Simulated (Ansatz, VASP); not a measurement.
# Te2Mo in VASP and in Ansatz

Contents of POSCAR:

```
Te2Mo
1.0
    3.5370947175     -0.0472202145      0.0000000000
   -1.8094412640      3.0868239882      0.0000000000
    0.0000000000      0.0000000000      7.8269141206
Te Mo
2 1
Direct
    0.3321765040      0.6666430451      0.7705439688
    0.3321765040      0.6666430451      0.2294560312
    0.0023136586      0.0000472431      0.0000000000
```

The input INCAR.step1:

```
SYSTEM = Te2Mo
PREC = Accurate
ENCUT = 520
ISMEAR = 0
SIGMA = 0.01
LREAL = .False.
LASPH = .True.
NELM = 80
NBANDS = 20
GGA = PE
ALGO = Normal
EDIFF = 1E-4
LWAVE = .True.
LCHARG = .False.
```

The input INCAR.step2:

```
SYSTEM = Te2Mo
PREC = Accurate
ENCUT = 520
EDIFF = 1E-7
ISMEAR = 0
SIGMA = 0.01
LREAL = .False.
LASPH = .True.
NELM = 80
ALGO = Normal
ISIF = 2
LWAVE = .False.
LCHARG = .False.
METAGGA = R2SCAN
LMIXTAU = .True.
NBANDS = 20
ISTART = 1
```

The input KPOINTS:

```
regular mesh
0
Gamma
  12 12 4
  0 0 0
```

Input for Ansatz:

```yaml
crystal:
  lattice:
    - [3.5370947175, -0.0472202145, 0.0]
    - [-1.809441264, 3.0868239882, 0.0]
    - [0.0, 0.0, 7.8269141206]
  atoms:
    - { symbol: Te, position: [0.332176504, 0.6666430451, 0.7705439688] }
    - { symbol: Te, position: [0.332176504, 0.6666430451, 0.2294560312] }
    - { symbol: Mo, position: [0.0023136586, 4.72431e-05, 0.0] }
kpoints:
  mp_grid: { grid: [12, 12, 4] }
  band_path:
    path:
      - [0.0, 0.0, 0.0]
      - [0.5, 0.0, 0.0]
      - [0.3333333333, 0.3333333333, 0.0]
      - [0.0, 0.0, 0.5]
      - [0.5, 0.0, 0.5]
      - [0.3333333333, 0.3333333333, 0.5]
      - [0.333333, 0.341146, -0.5]
      - [0.192708, 0.190104, 0.0]
    npoints: 1
hamiltonian:
  xc: r2scan
scf:
  occupations: { method: fixed }
  n_extra_bands: 4
output:
  forces: true
  stress: true
  eigenvalues: true
```

Change from the starting cell: shear_xy strain -2.7%.

Alike in both runs: task single point; functional r2SCAN; k mesh 12 × 12 × 4; no spin polarisation.

```csv
,VASP,Ansatz
version,VASP 6.6.1,Ansatz 0.2.0
potentials or method,"VASP PAW PBE potentials, release 64 (Te, Mo_sv)","plane waves, PAW"
plane-wave cutoff (eV),520,500
occupations,"gaussian, width 0.01 eV",fixed
valence electrons in the cell,26,46
```

Ansatz gave:

```
gap on the k mesh at the Fermi level (eV)                     : 1.13
pressure (GPa)                                                : 1.1
traceless stress, the component that is largest in VASP (GPa) : 1.17
rms of the force components (eV/Å)                            : 0.008
```

Question: What did VASP give for the same quantities?

Answer: gap on the k mesh at the Fermi level (eV): 1.14; pressure (GPa): 1.2; traceless stress, the component that is largest in VASP (GPa): 1.17; rms of the force components (eV/Å): 0.005.

VASP's potentials were made for PBE, not for r2SCAN. Atom by atom the forces differ by 0.012 eV/Å (rms over components). VASP's potentials hold 26 valence electrons a cell and Ansatz's 46, so a difference there can come from the potentials and not from the codes.

Neither program's run includes spin-orbit coupling.
